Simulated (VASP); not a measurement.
Write the native input for VASP 6.6.1 that does the following.

```yaml
Task: single point
Functional: PBE
Potentials_or_basis: VASP PAW PBE potentials, release 64 (Hf_pv, Ga_d, As)
Cutoff: 520 eV
k_mesh: 6 × 6 × 2
Occupations: gaussian, width 0.1 eV
Spin: no spin polarisation
Dipole_correction: no
Further_INCAR_settings: ALGO = Fast; EDIFF = 1e-06; NBANDS = 31
```

The structure of HfGa2As2 lies in POSCAR:

```
HfGa2As2
1.0
    3.5980488127      0.0000000000      0.0000000000
    0.0000000000      3.5980488127      0.0000000000
    0.0000000000      0.0000000000      7.7863188192
Hf Ga As
1 2 2
Direct
    0.0000000000      0.0000000000      0.0000000000
    0.0000000000      0.5000000000      0.5000000000
    0.5000000000      0.0000000000      0.5000000000
    0.5000000000      0.5000000000      0.1766598576
    0.5000000000      0.5000000000      0.8233401424
```

The cell was generated, and may not be a known phase.

One way to write it, as run:

INCAR

```
SYSTEM = HfGa2As2
PREC     = Accurate       ! precision mode
ENCUT    = 520            ! plane-wave cutoff, eV
EDIFF    = 1E-6           ! SCF threshold, eV
ISMEAR   = 0              ! smearing method
SIGMA    = 0.1            ! smearing width, eV
LREAL    = .False.        ! projectors in reciprocal space
LASPH    = .True.         ! aspherical terms in the spheres
NELM     = 80             ! most SCF steps
ALGO     = Fast           ! electronic algorithm
ISIF     = 2              ! what is computed and relaxed
LWAVE    = .False.        ! write WAVECAR
LCHARG   = .True.         ! write CHGCAR
GGA      = PE             ! functional
LELF     = .True.         ! ELF
LVHAR    = .True.       
NBANDS   = 31             ! bands
```

KPOINTS

```
regular mesh
0
Gamma
  6 6 2
  0 0 0
```

Potentials or basis: VASP PAW PBE potentials, release 64 (Hf_pv, Ga_d, As).

The run is started by

```console
$ cat potpaw_PBE.64/Hf_pv/POTCAR potpaw_PBE.64/Ga_d/POTCAR potpaw_PBE.64/As/POTCAR > POTCAR
$ mpirun -np 1 vasp_std > vasp.out
```

It gave:

```
Pressure               : 0.0 GPa
Largest force          : 0.014 eV/Å
Band gap on the k mesh : zero (bands 23 and 24 overlap by 3.65 eV)
```

Caveat: the k points lie up to 0.40 Å⁻¹ apart, too coarse for converged energies and pressures of a metal; spin-orbit coupling is left out, which moves the levels of the heavy elements.

It took 86 s on 1 thread of Oxide Virtual Turin-like Processor, with other jobs on the host, peak memory 0.2 GiB.
